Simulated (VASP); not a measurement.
# HfB (Fm-3m) in VASP: notebook

HfB is run at these levels: PBEsol, LDA, RPBE+D3(BJ)+U; tasks: single point.

Everything below comes from runs of VASP 6.6.1. Logs are shortened: lines on timing, memory, paths and dates and some standing lists are left out, and cuts for length are marked.

**1. The cell of the first run**

It takes space group Fm-3m (No. 225, cubic). Conventional cell: a = 4.620 Å, b = 4.620 Å, c = 4.620 Å, α = 90.00°, β = 90.00°, γ = 90.00°. Hf (site symmetry m-3m) has 6 B at 2.31 Å within 3.1 Å. B (site symmetry m-3m) has 6 Hf at 2.31 Å within 3.1 Å.

**2. Single point, PBEsol**

INCAR reads:

```
SYSTEM = HfB
PREC = Accurate ; ENCUT = 520
EDIFF = 1E-6 ; ISMEAR = 0
SIGMA = 0.1 ; LREAL = .FALSE.
LASPH = .TRUE. ; NELM = 100
ALGO = Normal ; ISIF = 2
LWAVE = .FALSE. ; LCHARG = .FALSE.
GGA = PS ; NBANDS = 14
```

KPOINTS reads:

```
regular mesh
0
G
  10 10 10
  0 0 0
```

POSCAR reads:

```
HfB
1.0
    0.0000000000      2.3100000000      2.3100000000
    2.3100000000      0.0000000000      2.3100000000
    2.3100000000      2.3100000000      0.0000000000
Hf B
1 1
Direct
    0.5000000000      0.5000000000      0.5000000000
    0.0000000000      0.0000000000      0.0000000000
```

Potentials or basis: VASP PAW PBE potentials, release 64 (Hf_pv, B).

The run is started by

```
$ cat potpaw_PBE.64/Hf_pv/POTCAR potpaw_PBE.64/B/POTCAR > POTCAR
$ mpirun -np 1 vasp_std > vasp.out
```

OUTCAR:

```text
SYSTEM = HfB
   PREC = Accurate
   ENCUT = 520
   EDIFF = 1E-6
   ISMEAR = 0
   LREAL = .FALSE.
   LASPH = .TRUE.
   NELM = 100
   ISIF = 2
   GGA = PS

 ion  position               nearest neighbor table
   1  0.500  0.500  0.500-   2 2.31   2 2.31   2 2.31   2 2.31   2 2.31   2 2.31
   2  0.000  0.000  0.000-   1 2.31   1 2.31   1 2.31   1 2.31   1 2.31   1 2.31

  LATTYP: Found a face centered cubic cell.
 ALAT       =     4.6200000000

  Lattice vectors:

 A1 = (   0.0000000000,   2.3100000000,   2.3100000000)
 A2 = (   2.3100000000,   0.0000000000,   2.3100000000)
 A3 = (   2.3100000000,   2.3100000000,   0.0000000000)

Analysis of symmetry for initial positions (statically):
=====================================================================
 Subroutine PRICEL returns:
 Original cell was already a primitive cell.

 Routine SETGRP: Setting up the symmetry group for a
 face centered cubic supercell.

 Subroutine GETGRP returns: Found 48 space group operations
 (whereof 48 operations were pure point group operations)
 out of a pool of 48 trial point group operations.

The static configuration has the point symmetry O_h .

Analysis of symmetry for dynamics (positions and initial velocities):
=====================================================================
 Subroutine PRICEL returns:
 Original cell was already a primitive cell.

 Routine SETGRP: Setting up the symmetry group for a
 face centered cubic supercell.

 Subroutine GETGRP returns: Found 48 space group operations
 (whereof 48 operations were pure point group operations)
 out of a pool of 48 trial point group operations.

The dynamic configuration has the point symmetry O_h .

 Subroutine INISYM returns: Found 48 space group operations
 (whereof 48 operations are pure point group operations),
 and found     1 'primitive' translations

----------------------------------------------------------------------------------------

                                     Primitive cell

  volume of cell :      24.6528

  direct lattice vectors                    reciprocal lattice vectors
     0.000000000  2.310000000  2.310000000    -0.216450216  0.216450216  0.216450216
     2.310000000  0.000000000  2.310000000     0.216450216 -0.216450216  0.216450216
     2.310000000  2.310000000  0.000000000     0.216450216  0.216450216 -0.216450216

  length of vectors
     3.266833329  3.266833329  3.266833329     0.374902772  0.374902772  0.374902772

  position of ions in fractional coordinates (direct lattice)
[... 83 lines left out ...]
   IBRION =     -1    ionic relax: 0-MD 1-quasi-New 2-CG
   NFREE  =      0    steps in history (QN), initial steepest desc. (CG)
   ISIF   =      2    stress and relaxation
   ISYM   =      2    0-nonsym 1-usesym 2-fastsym
   POTIM  = 0.5000    time-step for ionic-motion
   TEBEG  =    0.0;   TEEND  =   0.0 temperature during run
   PSTRESS=    0.0 pullay stress
   NELECT =      13.0000    total number of electrons
   NUPDOWN=      -1.0000    fix difference up-down
   EMIN   =  10.00;   EMAX   =-10.00  energy-range for DOS
   EFERMI =   0.00;   METHOD = LEGACY
   ISMEAR =     0;   SIGMA  =   0.10  broadening in eV -4-tet -1-fermi 0-gaus
   EFERMI_NEDOS =   21; number of points for ismear=-14 and -15
   IALGO  =     38    algorithm
   IMIX   =      4    mixing-type and parameters
     AMIX     =   0.40;   BMIX     =  1.00
     AMIX_MAG =   1.60;   BMIX_MAG =  1.00
  volume/ion in A,a.u.               =      12.33        83.18
  Fermi-wavevector in a.u.,A,eV,Ry     =   1.322617  2.499383 23.800871  1.749315
  Thomas-Fermi vector in A             =   2.452285
   LORBIT       =      0    0 simple, 1 ext, 2 COOP (PROOUT), +10 PAW based schemes
   GGA     = PS    functional components
   LHFCALC =     F    Hartree Fock is set to
   AEXX    =    0.0000 exact exchange contribution
   IVDW    =     0    specifies the selected vdW correction
   LEPSILON=     F    determine dielectric tensor
   LRPA    =     F    only Hartree local field effects (RPA)
 non-spin polarized calculation
 Gauss-broadening in eV      SIGMA  =   0.10
  energy-cutoff  :      520.00
  volume of cell :       24.65
 maximum number of plane-waves:       678
   NGX = 13   NGY = 13   NGZ = 13

 number of electron      13.0000002 magnetization

 Free energy of the ion-electron system (eV)
  ---------------------------------------------------
  ext. energy  EPLUGINS =         0.00000000
  ---------------------------------------------------
  free energy    TOTEN  =       -18.20383703 eV

  energy without entropy =      -18.19709483  energy(sigma->0) =      -18.20046593

 E-fermi :   4.9702     XC(G=0): -12.4034

 val. band max:        4.9378343378   @ k =  -0.2000   0.1000   0.0000
 cond. band min:       4.9933039384   @ k =   0.5000   0.3000   0.1000
 fundamental gap:      0.0554696006
 Fermi energy:         4.9701627315

 k-point     1 :       0.0000    0.0000    0.0000
  band No.  band energies     occupation
      1     -23.2483      2.00000
      2     -23.2483      2.00000
      3     -23.2483      2.00000
      4      -4.5700      2.00000
      5       7.1513      0.00000
      6       7.1513      0.00000
      7       7.1513      0.00000
      8       8.9865      0.00000
      9       8.9865      0.00000
     10       8.9865      0.00000
     11       9.1959      0.00000
     12       9.1959      0.00000
     13      16.6534      0.00000
     14      18.0344      0.00000
[... 377 lines left out ...]
      1     -23.7985      2.00000
      2     -23.4717      2.00000
      3     -23.4486      2.00000
      4      -1.5992      2.00000
      5       2.8422      2.00000
      6       4.1834      2.00000
      7       6.3565      0.00000
      8       7.1701      0.00000
      9      11.3331      0.00000
     10      12.9617      0.00000
     11      13.2452      0.00000
     12      17.4607      0.00000
     13      17.8999      0.00000
     14      20.2241      0.00000

 [... further k-points ...]
[... 5 lines left out ...]
  --------------------------------------------------------------------------------------
  -------------------------------------------------------------------------------------
  Total        3.7344002      3.7344002      3.7344002     -0.0000000      0.0000000     -0.0000000
  in kB      242.6976143    242.6976143    242.6976143     -0.0000000      0.0000000     -0.0000000
  external PRESSURE =     242.6976143 kB  Pullay stress =       0.0000000 kB

 VOLUME and BASIS-vectors are now :
 -----------------------------------------------------------------------------
  energy-cutoff  :      520.00
  volume of cell :       24.65
      direct lattice vectors                 reciprocal lattice vectors
     0.000000000  2.310000000  2.310000000    -0.216450216  0.216450216  0.216450216
     2.310000000  0.000000000  2.310000000     0.216450216 -0.216450216  0.216450216
     2.310000000  2.310000000  0.000000000     0.216450216  0.216450216 -0.216450216

 POSITION                                       TOTAL-FORCE (eV/Angst)
 -----------------------------------------------------------------------------------
      2.31000      2.31000      2.31000        -0.000000      0.000000      0.000000
      0.00000      0.00000      0.00000         0.000000     -0.000000     -0.000000
 -----------------------------------------------------------------------------------
    total drift:                                0.000000     -0.000000      0.000000

  FREE ENERGIE OF THE ION-ELECTRON SYSTEM (eV)
  ---------------------------------------------------
  free  energy   TOTEN  =       -18.2038370259 eV

  energy  without entropy=      -18.1970948321  energy(sigma->0) =      -18.20046593
```

It took 5.5 s on 1 thread of Intel Xeon 6975P-C, shared host; peak memory 0.15 GiB.

Results:

* Free energy: -18.2038 eV
* Pressure: 24.3 GPa

Levels at points of the mesh, in eV from the Fermi level:
```tsv
k point	band 4	band 5	band 6	band 7	band 8	band 9	band 10	band 11
(0.00, 0.00, 0.00)	-9.54	2.18	2.18	2.18	4.02	4.02	4.02	4.23
(0.50, 0.00, 0.00)	-5.02	-3.97	-1.35	-1.35	6.54	6.54	7.59	8.48
(0.50, 0.50, 0.00)	-6.68	-1.12	-0.87	2.42	2.42	6.26	7.91	7.91
```

Caveat: the PAW data sets were made with another functional, which shifts forces and pressure a little; spin-orbit coupling is left out, which moves the levels of the heavy elements.

**3. Single point, LDA**

INCAR reads:

```
PREC     = Accurate       # precision mode
ENCUT    = 520            # plane-wave cutoff, eV
EDIFF    = 1E-6           # SCF threshold, eV
ISMEAR   = 0              # smearing method
SIGMA    = 0.1            # smearing width, eV
LREAL    = F              # projectors in reciprocal space
LASPH    = T              # aspherical terms in the spheres
NELM     = 100            # most SCF steps
ALGO     = Normal         # electronic algorithm
ISIF     = 2              # what is computed and relaxed
LWAVE    = F              # write WAVECAR
LCHARG   = F              # write CHGCAR
GGA      = CA             # functional
NBANDS   = 14             # bands
```

KPOINTS reads:

```
Automatic mesh
0
Gamma
  10 10 10
```

POSCAR is that of step 2.

Potentials or basis: VASP PAW LDA potentials, release 64 (Hf_pv, B).

The run is started by

```
$ cat potpaw_LDA.64/Hf_pv/POTCAR potpaw_LDA.64/B/POTCAR > POTCAR
$ mpirun -np 1 vasp_std > vasp.out
```

It took 4.4 s on 1 thread of Intel Xeon 6975P-C, shared host; peak memory 0.14 GiB.

Results (log left out):

| Property | Result |
| --- | --- |
| Free energy | -18.8691 eV |
| Pressure | 19.6 GPa |

Levels at points of the mesh, in eV from the Fermi level:
```
           k point  band 4  band 5  band 6  band 7  band 8  band 9  band 10  band 11
(0.00, 0.00, 0.00)   -9.41    2.15    2.15    2.15    3.98    3.98     3.98     4.19
(0.50, 0.00, 0.00)   -4.97   -3.83   -1.37   -1.37    6.45    6.45     7.52     8.59
(0.50, 0.50, 0.00)   -6.59   -1.11   -0.77    2.44    2.44    6.21     7.81     7.81
```

Caveat: spin-orbit coupling is left out, which moves the levels of the heavy elements.

**4. Single point, LDA**

INCAR reads:

```
PREC = Accurate ; ENCUT = 520
EDIFF = 1E-6 ; ISMEAR = 0
SIGMA = 0.1 ; LREAL = False
LASPH = True ; NELM = 80
ALGO = Normal ; ISIF = 2
LWAVE = False ; LCHARG = False
GGA = CA ; NBANDS = 14
```

KPOINTS is that of step 3.

POSCAR reads:

```
HfB
1.0
    3.2668333300      0.0000000000      0.0000000000
    1.6334166650      2.8291606537      0.0000000000
    1.6334166650      0.9430535512      2.6673582444
Hf B
1 1
Direct
    0.5000000000      0.5000000000      0.5000000000
    0.0000000000      0.0000000000      0.0000000000
```

Potentials or basis: VASP PAW LDA potentials, release 64 (Hf_pv, B).

The run is started by

```
$ cat potpaw_LDA.64/Hf_pv/POTCAR potpaw_LDA.64/B/POTCAR > POTCAR
$ mpirun -np 1 vasp_std > vasp.out
```

OUTCAR:

```text
PREC = Accurate
   ENCUT = 520
   EDIFF = 1E-6
   ISMEAR = 0
   LREAL = False
   LASPH = True
   NELM = 80
   ISIF = 2
   GGA = CA

 ion  position               nearest neighbor table
   1  0.500  0.500  0.500-   2 2.31   2 2.31   2 2.31   2 2.31   2 2.31   2 2.31
   2  0.000  0.000  0.000-   1 2.31   1 2.31   1 2.31   1 2.31   1 2.31   1 2.31

  LATTYP: Found a face centered cubic cell.
 ALAT       =     4.6200000013

  Lattice vectors:

 A1 = (   3.2668333300,   0.0000000000,   0.0000000000)
 A2 = (   1.6334166650,   2.8291606537,   0.0000000000)
 A3 = (   1.6334166650,   0.9430535512,   2.6673582444)

Analysis of symmetry for initial positions (statically):
=====================================================================
 Subroutine PRICEL returns:
 Original cell was already a primitive cell.

 Routine SETGRP: Setting up the symmetry group for a
 face centered cubic supercell.

 Subroutine GETGRP returns: Found 48 space group operations
 (whereof 48 operations were pure point group operations)
 out of a pool of 48 trial point group operations.

The static configuration has the point symmetry O_h .

Analysis of symmetry for dynamics (positions and initial velocities):
[... 177 lines left out ...]
     10       9.0456      0.00000
     11       9.2527      0.00000
     12       9.2527      0.00000
     13      16.8514      0.00000
     14      18.2009      0.00000
[... 377 lines left out ...]
      1     -23.6233      2.00000
      2     -23.2937      2.00000
      3     -23.2703      2.00000
      4      -1.3979      2.00000
      5       2.9836      2.00000
      6       4.2915      2.00000
      7       6.4490      0.00000
      8       7.2650      0.00000
      9      11.3757      0.00000
     10      12.9640      0.00000
     11      13.2503      0.00000
     12      17.5783      0.00000
     13      18.0186      0.00000
     14      19.3732      0.00000

 [... further k-points ...]

------------------------ aborting loop because EDIFF is reached ----------------------------------------

  FORCE on cell =-STRESS in cart. coord.  units (eV):
  Direction    XX          YY          ZZ          XY          YZ          ZX
  --------------------------------------------------------------------------------------
  -------------------------------------------------------------------------------------
  Total        3.0168980      3.0168980      3.0168980      0.0000000     -0.0000000     -0.0000000
  in kB      196.0673466    196.0673466    196.0673466      0.0000000     -0.0000000     -0.0000000
  external PRESSURE =     196.0673466 kB  Pullay stress =       0.0000000 kB

 VOLUME and BASIS-vectors are now :
 -----------------------------------------------------------------------------
  energy-cutoff  :      520.00
  volume of cell :       24.65
      direct lattice vectors                 reciprocal lattice vectors
     3.266833330  0.000000000  0.000000000     0.306106832 -0.176730862 -0.124967591
     1.633416665  2.829160654  0.000000000     0.000000000  0.353461723 -0.124967591
     1.633416665  0.943053551  2.667358244     0.000000000  0.000000000  0.374902772

 POSITION                                       TOTAL-FORCE (eV/Angst)
 -----------------------------------------------------------------------------------
      3.26683      1.88611      1.33368        -0.000000     -0.000000      0.000000
      0.00000      0.00000      0.00000         0.000000      0.000000      0.000000
 -----------------------------------------------------------------------------------
    total drift:                               -0.000000      0.000000     -0.000000

  FREE ENERGIE OF THE ION-ELECTRON SYSTEM (eV)
  ---------------------------------------------------
  free  energy   TOTEN  =       -18.8690609885 eV

  energy  without entropy=      -18.8626106301  energy(sigma->0) =      -18.86583581
```

OSZICAR:

```text
N       E                     dE             d eps       ncg     rms          rms(c)
DAV:   1     0.201263326729E+02    0.20126E+02   -0.69674E+03  1316   0.863E+02
DAV:   2    -0.195773330521E+02   -0.39704E+02   -0.37692E+02  1648   0.191E+02
DAV:   3    -0.205576275126E+02   -0.98029E+00   -0.97483E+00  1598   0.207E+01
DAV:   4    -0.205607225534E+02   -0.30950E-02   -0.30948E-02  1568   0.145E+00
DAV:   5    -0.205607399046E+02   -0.17351E-04   -0.17350E-04  1636   0.948E-02    0.674E+01
DAV:   6    -0.189159314898E+02    0.16448E+01   -0.26281E+00  1592   0.999E+00    0.422E+01
DAV:   7    -0.189155878886E+02    0.34360E-03   -0.11953E+00  1664   0.584E+00    0.940E+00
DAV:   8    -0.188689987899E+02    0.46589E-01   -0.14937E-01  1502   0.234E+00    0.934E-01
DAV:   9    -0.188690637426E+02   -0.64953E-04   -0.59439E-03  1592   0.562E-01    0.184E-01
DAV:  10    -0.188690610708E+02    0.26717E-05   -0.57871E-05  1598   0.532E-02    0.119E-01
DAV:  11    -0.188690609885E+02    0.82335E-07   -0.39907E-06  1538   0.140E-02
   1 F= -.18869061E+02 E0= -.18865836E+02  d E =-.645036E-02
```

It took 5.6 s on 1 thread of Intel Xeon 6975P-C, shared host; peak memory 0.14 GiB.

What came out:

```yaml
Free_energy: -18.8691 eV
Pressure: 19.6 GPa
```

Caveat: spin-orbit coupling is left out, which moves the levels of the heavy elements.

**5. Single point, RPBE+D3(BJ)+U**

INCAR reads:

```
SYSTEM = HfB
ALGO = Normal
EDIFF = 1E-6
ENCUT = 520
GGA = RP
ISIF = 2
ISMEAR = -1
IVDW = 12
LASPH = .TRUE.
LCHARG = .TRUE.
LDAU = .TRUE.
LDAUJ = 0 0
LDAUL = 2 -1
LDAUPRINT = 1
LDAUTYPE = 2
LDAUU = 3 0
LELF = .TRUE.
LMAXMIX = 4
LREAL = .FALSE.
LVHAR = .TRUE.
LWAVE = .FALSE.
NBANDS = 14
NELM = 150
PREC = Accurate
SIGMA = 0.025
```

KPOINTS reads:

```
k-points
0
G
  10 10 10
  0 0 0
```

POSCAR reads:

```
HfB
1.0
    0.0000000000      2.3100000000      2.3100000000
    2.3100000000      0.0000000000      2.3100000000
    2.3100000000      2.3100000000      0.0000000000
Hf B
1 1
Direct
    0.5000000000      0.5000000000      0.5000000000
    0.0000000000      0.0000000000      0.0000000000
```

Potentials or basis: VASP PAW PBE potentials, release 64 (Hf_pv, B).

The run is started by

```
$ cat potpaw_PBE.64/Hf_pv/POTCAR potpaw_PBE.64/B/POTCAR > POTCAR
$ mpirun -np 1 vasp_std > vasp.out
```

Wall time 15 s (1 thread of AMD EPYC 7R13 (Zen 3), shared host); peak memory 0.13 GiB.

The run converged. Its results:

- Free energy: -19.2580 eV
- Pressure: 11.2 GPa
- Dispersion energy per atom: -2.563 eV

Levels at points of the mesh, in eV from the Fermi level:
| k point | band 3 | band 4 | band 5 | band 6 | band 7 | band 8 | band 9 | band 10 | band 11 | band 12 |
| --- | --- | --- | --- | --- | --- | --- | --- | --- | --- | --- |
| (0.00, 0.00, 0.00) | -28.93 | -9.88 | 2.60 | 2.60 | 2.60 | 3.81 | 3.81 | 3.81 | 4.37 | 4.37 |
| (0.50, 0.00, 0.00) | -29.00 | -5.12 | -4.35 | -1.29 | -1.29 | 7.04 | 7.04 | 7.89 | 8.10 | 13.63 |
| (0.50, 0.50, 0.00) | -29.18 | -6.81 | -1.23 | -0.84 | 2.16 | 2.16 | 6.42 | 8.50 | 8.50 | 9.19 |

Eigenvalues of the final occupation matrices:
```tsv
site	spin	trace	eigenvalues
site 1 d	1	0.89	0.12 0.12 0.12 0.26 0.26
site 1 d	2	0.89	0.12 0.12 0.12 0.26 0.26
```

Caveat: the PAW data sets were made with another functional, which shifts forces and pressure a little; spin-orbit coupling is left out, which moves the levels of the heavy elements; U without spin polarisation on a metal has little footing; pairwise dispersion overbinds metals, which lowers pressure and volume; the U is typed as a test and isn't derived for this compound.

**6. Summary**

```csv
level,potentials or basis,U,smearing,gap on the mesh (eV),pressure (GPa)
PBEsol,"VASP PAW PBE potentials, release 64 (Hf_pv, B)",-,gaussian 0.1 eV,none,24.3
LDA,"VASP PAW LDA potentials, release 64 (Hf_pv, B)",-,gaussian 0.1 eV,none,19.6
RPBE+D3(BJ)+U,"VASP PAW PBE potentials, release 64 (Hf_pv, B)",Hf d U = 3.0 eV,fermi-dirac 0.025 eV,none,11.2
```

Alike in all rows: task single point; no spin polarisation; cell a = 3.267 Å, angles 60.0°, 2 atoms; k mesh 10 × 10 × 10; cutoff (eV) 520.

Caveats: spin-orbit coupling is left out, which moves the levels of the heavy elements; the PAW data sets were made with another functional, which shifts forces and pressure a little (some runs); U without spin polarisation on a metal has little footing (some runs); pairwise dispersion overbinds metals, which lowers pressure and volume (some runs); the U is typed as a test and isn't derived for this compound (some runs).

Total energies depend on the potentials used, so only differences within one code and one set of settings carry meaning.
